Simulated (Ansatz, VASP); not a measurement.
# Zn4HO4: VASP beside Ansatz

File INCAR:

```
SYSTEM = Zn4HO4
PREC = Accurate
ENCUT = 520
EDIFF = 1E-7
ISMEAR = 0
SIGMA = 0.05
LREAL = .False.
LASPH = .True.
NELM = 100
ALGO = Normal
ISIF = 2
LWAVE = .False.
LCHARG = .True.
GGA = PS
LELF = .True.
LVHAR = .True.
NBANDS = 46
```

File KPOINTS:

```
Automatic mesh
0
Gamma
  4 4 8
  0 0 0
```

POSCAR

```
Zn4HO4
1.0
    5.5148137916      0.0000000000      0.0000000000
    0.0000000000      5.5148137916      0.0000000000
    0.0000000000      0.0000000000      3.2430062931
Zn O H
4 4 1
Direct
    0.1820657240      0.1820657240      0.5000000000
    0.8179342760      0.8179342760      0.5000000000
    0.6820657240      0.3179342760      0.0000000000
    0.3179342760      0.6820657240      0.0000000000
    0.8180023132      0.1819976868      0.5000000000
    0.1819976868      0.8180023132      0.5000000000
    0.6819976868      0.6819976868      0.0000000000
    0.3180023132      0.3180023132      0.0000000000
    1.0000405349     -0.5180023132      0.1000000000
```

Input for Ansatz:

```yaml
crystal:
  lattice:
    - [5.5148137916, 0.0, 0.0]
    - [0.0, 5.5148137916, 0.0]
    - [0.0, 0.0, 3.2430062931]
  atoms:
    - { symbol: Zn, position: [0.182065724, 0.182065724, 0.5] }
    - { symbol: Zn, position: [0.817934276, 0.817934276, 0.5] }
    - { symbol: Zn, position: [0.682065724, 0.317934276, 0.0] }
    - { symbol: Zn, position: [0.317934276, 0.682065724, 0.0] }
    - { symbol: O, position: [0.8180023132, 0.1819976868, 0.5] }
    - { symbol: O, position: [0.1819976868, 0.8180023132, 0.5] }
    - { symbol: O, position: [0.6819976868, 0.6819976868, 0.0] }
    - { symbol: O, position: [0.3180023132, 0.3180023132, 0.0] }
    - { symbol: H, position: [1.0000405349, -0.5180023132, 0.1] }
basis:
  ecutwfc: 420
kpoints:
  mp_grid: { grid: [4, 4, 8] }
hamiltonian:
  xc: pbesol
  pseudopotentials: { kind: paw, azcp: { folder: soft_1 } }
scf:
  occupations: { method: gaussian, width: 0.05 }
output:
  forces: true
  stress: true
  eigenvalues: true
```

Alike in both runs: task single point; functional PBEsol; k mesh 4 × 4 × 8; occupations gaussian, width 0.05 eV; no spin polarisation.

```csv
,VASP,Ansatz
version,VASP 6.6.1,Ansatz 0.2.0
potentials or method,"VASP PAW PBE potentials, release 64 (Zn, O, H), cutoff 520 eV","scalar-relativistic, plane waves, PAW"
valence electrons in the cell,73,73
```

|  | VASP | Ansatz | Ansatz less VASP |
| --- | --- | --- | --- |
| gap on the k mesh at the Fermi level (eV) | none | none | - |
| pressure (GPa) | 3.4 | 2.5 | -0.91 |
| traceless stress, the component that is largest in VASP (GPa) | -1.92 | -1.87 | +0.044 |
| rms of the force components (eV/Å) | 0.278 | 0.276 | -0.0012 |

VASP's potentials were made for PBE, not for PBEsol, and Ansatz warns of the same on its side. Atom by atom the forces differ by 0.003 eV/Å (rms over components). A gap of «none» marks a metal or a gap that the smearing closes.
